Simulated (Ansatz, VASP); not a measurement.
Two plane-wave programs on Al6N

```
Al N
1.0
     5.71430    0.00000    0.00000
     0.00000    5.71430    0.00000
     0.00000    0.00000   22.17502
Al N
12 2
Direct
  0.25000 0.25000 0.18038
  0.25000 0.75000 0.18038
  0.75000 0.25000 0.18038
  0.75000 0.75000 0.18038
  0.00000 0.00000 0.27441
  0.00000 0.50000 0.27441
  0.50000 0.00000 0.27441
  0.50000 0.50000 0.27441
  0.25000 0.25000 0.36866
  0.25000 0.75000 0.36866
  0.75000 0.25000 0.36866
  0.75000 0.75000 0.36866
  0.33856 0.50000 0.46246
  0.66144 0.50000 0.46246
```

Alike in both runs: task single point; functional PBE; k mesh 5 × 5 × 1; occupations gaussian, width 0.1 eV; no spin polarisation.

|  | VASP | Ansatz |
| --- | --- | --- |
| version | VASP 6.6.1 | Ansatz 0.2.0 |
| potentials or method | VASP PAW PBE potentials, release 64 (Al, N), cutoff 520 eV | scalar-relativistic, plane waves, PAW |
| valence electrons in the cell | 46 | 46 |

Ansatz gave:

- gap on the k mesh at the Fermi level (eV): none
- rms of the force components (eV/Å): 1.224
- work function, face that differs most (eV): 4.40

Problem. Estimate VASP's values.

Solution. gap on the k mesh at the Fermi level (eV): none; rms of the force components (eV/Å): 1.219; work function, face that differs most (eV): 4.40.

Atom by atom the forces differ by 0.005 eV/Å (rms over components). A gap of «none» marks a metal or a gap that the smearing closes. With one functional, cell and mesh, what is left measures potentials, basis and numerics.
